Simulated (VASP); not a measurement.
# RbGeN (Cmcm) in VASP: notebook, part 2 of 2

VASP 6.6.1. Earlier steps stand in the parts before.

## Step 3: Single point, PBE

This run uses another cell than the first one, of 19.83 Å³/atom.

Contents of INCAR:

```
SYSTEM = RbGeN
PREC     = Accurate       ! precision mode
ENCUT    = 520            ! plane-wave cutoff, eV
EDIFF    = 1E-6           ! SCF threshold, eV
ISMEAR   = 0              ! smearing method
SIGMA    = 0.1            ! smearing width, eV
LREAL    = .False.        ! projectors in reciprocal space
LASPH    = .True.         ! aspherical terms in the spheres
NELM     = 80             ! most SCF steps
ALGO     = Normal         ! electronic algorithm
ISIF     = 2              ! what is computed and relaxed
LWAVE    = .False.        ! write WAVECAR
LCHARG   = .True.         ! write CHGCAR
GGA      = PE             ! functional
LELF     = .True.         ! ELF
LVHAR    = .True.       
NBANDS   = 37             ! bands
```

Contents of KPOINTS:

```
regular mesh
0
Gamma
  6 6 4
  0 0 0
```

Contents of POSCAR:

```
RbGeN
1.0
    1.4970921099     -6.9088693178      0.0000000000
    1.4970921099      6.9088693178      0.0000000000
    0.0000000000      0.0000000000      5.7515979843
Rb Ge N
2 2 2
Direct
    0.3312484135      0.6687515865      0.2500000000
    0.6687515865      0.3312484135      0.7500000000
    0.4455095879      0.5544904121      0.7500000000
    0.5544904121      0.4455095879      0.2500000000
    0.0000000000      0.0000000000      0.5000000000
    0.0000000000      0.0000000000      0.0000000000
```

Potentials or basis: VASP PAW PBE potentials, release 64 (Rb_sv, Ge_d, N).

On the command line:

```
cat potpaw_PBE.64/Rb_sv/POTCAR potpaw_PBE.64/Ge_d/POTCAR potpaw_PBE.64/N/POTCAR > POTCAR
mpirun -np 1 vasp_std > vasp.out
```

It took 3 min on 1 thread of Intel Xeon 6975P-C (Granite Rapids), shared host; peak memory 0.45 GiB.

The run converged. Its results:

| Item | Value |
| --- | --- |
| Free energy | -24.7624 eV |
| Pressure | 0.1 GPa |
| Largest force | 0.035 eV/Å |

Forces in eV/Å, atoms in the order of the input:
```
Rb   0.000  0.035  0.000
Rb   0.000 -0.035  0.000
Ge   0.000  0.010  0.000
Ge   0.000 -0.010  0.000
N    0.000  0.000  0.000
N    0.000  0.000  0.000
```

Stress tensor (GPa, compression positive):
```
 0.07  0.00  0.00
 0.00  0.38  0.00
 0.00  0.00 -0.16
```

Levels at points of the mesh, in eV from the Fermi level:
```csv
k point,band 24,band 25,band 26,band 27,band 28,band 29,band 30,band 31,band 32,band 33
"(0.00, 0.00, 0.00)",-3.30,-1.98,-0.66,-0.58,-0.14,-0.03,2.26,2.75,2.92,3.07
"(0.50, 0.00, 0.00)",-5.38,-2.31,-1.63,-0.82,-0.06,0.33,1.38,2.32,3.04,3.12
"(0.50, 0.50, 0.00)",-3.28,-1.98,-0.69,-0.58,-0.05,0.02,2.45,2.59,2.75,3.07
"(0.00, 0.00, 0.50)",-2.85,-1.54,-1.54,-1.38,-1.38,1.78,1.78,2.64,2.64,3.64
"(0.50, 0.00, 0.50)",-3.95,-2.13,-2.13,-1.65,-1.65,1.78,1.78,1.88,1.88,3.37
"(0.50, 0.50, 0.50)",-3.12,-1.37,-1.37,-1.14,-1.14,1.04,1.04,2.45,2.45,3.59
```

## Step 4: Relaxation of cell and atoms, PBE

This run uses another cell than the first one, of 24.97 Å³/atom.

Contents of INCAR:

```
SYSTEM = RbGeN
PREC = Accurate ; ENCUT = 600
EDIFF = 1E-6 ; ISMEAR = 0
SIGMA = 0.1 ; LREAL = .FALSE.
LASPH = .TRUE. ; NELM = 100
ALGO = Normal ; ISIF = 3
LWAVE = .FALSE. ; LCHARG = .FALSE.
GGA = PE ; IBRION = 2
NSW = 90 ; EDIFFG = -0.04
```

Contents of KPOINTS:

```
regular mesh
0
G
  4 4 4
  0 0 0
```

Contents of POSCAR:

```
RbGeN
1.0
    2.1626469500     -5.6134409300      0.0000000000
    2.1626469500      5.6134409300      0.0000000000
    0.0000000000      0.0000000000      6.1697512100
Rb Ge N
2 2 2
Direct
    0.3094556300      0.6905443700      0.2500000000
    0.6905443700      0.3094556300      0.7500000000
    0.3955059500      0.6044940500      0.7500000000
    0.6044940500      0.3955059500      0.2500000000
    0.0000000000      0.0000000000      0.5000000000
    0.0000000000      0.0000000000      0.0000000000
```

On the command line:

```
cat potpaw_PBE.64/Rb_sv/POTCAR potpaw_PBE.64/Ge_d/POTCAR potpaw_PBE.64/N/POTCAR > POTCAR
mpirun -np 1 vasp_std > vasp.out
```

Wall time 19 min (1 thread of Intel Xeon 6975P-C (Granite Rapids), shared host); peak memory 0.42 GiB.

The run converged. Its results:

| Property | Result |
| --- | --- |
| Free energy | -24.6556 eV |
| Relaxed volume | 19.63 Å³/atom |
| Relaxed cell | a = 6.930 Å, b = 6.930 Å, c = 5.765 Å, α = 90.00°, β = 90.00°, γ = 154.82° |
| Space group after relaxing (to 0.1 Å) | Cmcm (No. 63) |
| Energy gained by relaxing | 1028.4 meV/atom |
| Ionic steps | 22 |
| Pressure after relaxing | 0.1 GPa |
| Largest force after relaxing | 0.014 eV/Å |
| Band gap on the k mesh | zero (bands 28 and 29 overlap by 0.08 eV) |

Forces on the atoms (eV/Å):
```
Rb   0.000 -0.006  0.000
Rb   0.000  0.006  0.000
Ge   0.000  0.014  0.000
Ge   0.000 -0.014  0.000
N    0.000  0.000  0.000
N    0.000  0.000  0.000
```

Stress tensor (GPa, compression positive):
```
0.27 0.00 0.00
0.00 0.07 0.00
0.00 0.00 0.04
```

The path:
| step | energy change (eV) | largest force (eV/Å) | pressure (GPa) | volume (Å³) |
| --- | --- | --- | --- | --- |
| 1 | 0.0000 | 2.7698 | -5.18 | 149.80 |
| 2 | -1.9801 | 2.7577 | -4.18 | 132.63 |
| 3 | -2.4365 | 2.5270 | 35.63 | 84.84 |
| 4 | -3.7857 | 2.3982 | -1.00 | 116.56 |
| 5 | -4.8258 | 0.9171 | 8.19 | 100.39 |
| 6 | -5.5186 | 0.5976 | 9.09 | 100.91 |
| 7 | -5.5168 | 0.6281 | 9.16 | 100.91 |
| 8 | -6.0865 | 0.2752 | 0.80 | 111.97 |
| 9 | -6.0970 | 0.4184 | -0.42 | 114.38 |
| 10 | -6.0974 | 0.4000 | -0.32 | 114.04 |
| 11 | -6.0973 | 0.3840 | -0.13 | 113.78 |
| 12 | -6.1162 | 0.2737 | 0.09 | 113.95 |
| 13 | -6.1300 | 0.1381 | 0.54 | 114.27 |
| 14 | -6.1443 | 0.1600 | 0.28 | 115.51 |
| 15 | -6.1494 | 0.1811 | 0.00 | 116.81 |
| 16 | -6.1592 | 0.1575 | -0.30 | 117.76 |
| 17 | -6.1636 | 0.1402 | -0.55 | 118.80 |
| 18 | -6.1695 | 0.0434 | 0.03 | 117.72 |
| 19 | -6.1696 | 0.0572 | 0.25 | 117.49 |
| 20 | -6.1696 | 0.0525 | 0.21 | 117.57 |
| 21 | -6.1705 | 0.0042 | 0.10 | 117.85 |
| 22 | -6.1706 | 0.0140 | 0.13 | 117.79 |

Final structure:
```
Rb Ge N
1.0
     1.51049   -6.76340    0.00000
     1.51049    6.76340    0.00000
     0.00000    0.00000    5.76517
Rb Ge N
2 2 2
Direct
  0.32714 0.67286 0.25000
  0.67286 0.32714 0.75000
  0.44557 0.55443 0.75000
  0.55443 0.44557 0.25000
  0.00000 0.00000 0.50000
  0.00000 0.00000 0.00000
```

Levels at points of the mesh, in eV from the Fermi level:
```tsv
k point	band 26	band 27	band 28	band 29	band 30	band 31
(0.00, 0.00, 0.00)	-0.68	-0.64	-0.10	-0.06	2.33	2.74
(0.50, 0.00, 0.00)	-1.63	-0.87	-0.09	0.22	1.42	2.24
(0.50, 0.50, 0.00)	-0.71	-0.65	-0.16	0.10	2.44	2.48
(0.00, 0.00, 0.50)	-1.51	-1.46	-1.46	1.74	1.74	2.59
(0.50, 0.00, 0.50)	-2.18	-1.67	-1.67	1.70	1.70	1.83
(0.50, 0.50, 0.50)	-1.46	-1.12	-1.12	1.08	1.08	2.31
```

Caveat: the k points lie up to 0.53 Å⁻¹ apart in the final cell; the volume moved by over 15 % at a fixed basis, so the end points are rough.

## Step 5: Relaxation of cell and atoms, PBE

Contents of INCAR:

```
SYSTEM = RbGeN
  PREC = Accurate
  ENCUT = 600
  EDIFF = 1E-7
  ISMEAR = 0
  SIGMA = 0.1
  LREAL = .FALSE.
  LASPH = .TRUE.
  NELM = 60
  ALGO = Normal
  ISIF = 3
  LWAVE = .FALSE.
  LCHARG = .FALSE.
  GGA = PE
  IBRION = 2
  NSW = 90
  EDIFFG = -0.04
```

Contents of KPOINTS:

```
Automatic mesh
0
G
  6 6 4
  0 0 0
```

Contents of POSCAR:

```
RbGeN
1.0
    1.5091594673     -6.8160504143      0.0000000000
    1.5091594673      6.8160504143      0.0000000000
    0.0000000000      0.0000000000      5.7597371850
Rb Ge N
2 2 2
Direct
    0.3284188502      0.6715811498      0.2500000000
    0.6715811498      0.3284188502      0.7500000000
    0.4460288431      0.5539711569      0.7500000000
    0.5539711569      0.4460288431      0.2500000000
    0.0000000000      0.0000000000      0.5000000000
    0.0000000000      0.0000000000      0.0000000000
```

On the command line:

```
cat potpaw_PBE.64/Rb_sv/POTCAR potpaw_PBE.64/Ge_d/POTCAR potpaw_PBE.64/N/POTCAR > POTCAR
mpirun -np 1 vasp_std > vasp.out
```

Run time: 11 min. Hardware: 1 thread of Intel Xeon 6975P-C (Granite Rapids), shared host; peak memory 0.5 GiB.

It converged, with:

* Free energy: -24.7655 eV
* Relaxed volume: 19.78 Å³/atom
* Relaxed cell: a = 7.051 Å, b = 7.051 Å, c = 5.744 Å, α = 90.00°, β = 90.00°, γ = 155.45°
* Space group after relaxing (to 0.1 Å): Cmcm (No. 63)
* Energy gained by relaxing: 1.2 meV/atom
* Ionic steps: 7
* Pressure after relaxing: 0.0 GPa
* Largest force after relaxing: 0.036 eV/Å

Forces on the atoms (eV/Å):
```
Rb   0.000 -0.033  0.000
Rb   0.000  0.033  0.000
Ge   0.000 -0.036  0.000
Ge   0.000  0.036  0.000
N    0.000  0.000  0.000
N    0.000  0.000  0.000
```

Stress tensor (GPa, compression positive):
```
-0.14  0.00  0.00
 0.00  0.03  0.00
 0.00  0.00  0.02
```

The path:
```tsv
step	energy change (eV)	largest force (eV/Å)	pressure (GPa)	volume (Å³)
1	0.0000	0.1304	-0.08	118.50
2	-0.0049	0.0521	-0.09	118.31
3	-0.0049	0.0506	-0.09	118.32
4	-0.0058	0.0512	0.03	118.12
5	-0.0060	0.0514	0.10	117.99
6	-0.0064	0.0467	0.06	118.16
7	-0.0073	0.0356	-0.03	118.65
```

Final structure:
```
Rb Ge N
1.0
     1.49902   -6.89013    0.00000
     1.49902    6.89013    0.00000
     0.00000    0.00000    5.74401
Rb Ge N
2 2 2
Direct
  0.32966 0.67034 0.25000
  0.67034 0.32966 0.75000
  0.44532 0.55468 0.75000
  0.55468 0.44532 0.25000
  0.00000 0.00000 0.50000
  0.00000 0.00000 0.00000
```

Levels at points of the mesh, in eV from the Fermi level:
```
           k point  band 24  band 25  band 26  band 27  band 28  band 29  band 30  band 31  band 32  band 33
(0.00, 0.00, 0.00)    -3.30    -2.00    -0.64    -0.59    -0.16    -0.03     2.29     2.73     2.87     3.08
(0.50, 0.00, 0.00)    -5.38    -2.32    -1.63    -0.85    -0.05     0.30     1.37     2.27     2.98     3.09
(0.50, 0.50, 0.00)    -3.28    -2.00    -0.68    -0.59    -0.05     0.01     2.44     2.54     2.70     3.10
(0.00, 0.00, 0.50)    -2.86    -1.55    -1.55    -1.40    -1.40     1.77     1.77     2.61     2.61     3.63
(0.50, 0.00, 0.50)    -3.95    -2.15    -2.15    -1.65    -1.65     1.74     1.74     1.87     1.87     3.37
(0.50, 0.50, 0.50)    -3.13    -1.39    -1.39    -1.15    -1.15     1.05     1.05     2.43     2.43     3.56
```

## Step 6: Overview

| task | cell | k mesh | cutoff (eV) | gap on the mesh (eV) | pressure (GPa) | relaxed volume (Å³/atom) | largest force (eV/Å) |
| --- | --- | --- | --- | --- | --- | --- | --- |
| single point | a = 6.981, b = 6.981, c = 5.760 Å, angles 90.0, 90.0, 155.0°, 6 atoms, atomic positions A | 4 × 4 × 4 | 520 | none | 0.2 | - | 0.05 |
| single point | a = 7.069, b = 7.069, c = 5.752 Å, angles 90.0, 90.0, 155.5°, 6 atoms, atomic positions B | 6 × 6 × 4 | 520 | - | 0.1 | - | 0.04 |
| relaxation of cell and atoms | relaxed from a = 6.016, b = 6.016, c = 6.170 Å, angles 90.0, 90.0, 137.9°, 6 atoms, atomic positions C | 4 × 4 × 4 | 600 | none | 0.1 | 19.63 | 0.01 |
| relaxation of cell and atoms | relaxed from a = 6.981, b = 6.981, c = 5.760 Å, angles 90.0, 90.0, 155.0°, 6 atoms, atomic positions A | 6 × 6 × 4 | 600 | - | 0.0 | 19.78 | 0.04 |

Alike in all rows: level PBE; potentials or basis VASP PAW PBE potentials, release 64 (Rb_sv, Ge_d, N); no spin polarisation; smearing gaussian 0.1 eV.

Caveats: some runs use coarse meshes; the volume moved by over 15 % at a fixed basis, so the end points are rough (at least some runs).

Absolute energies hang on the potentials; compare differences alone.
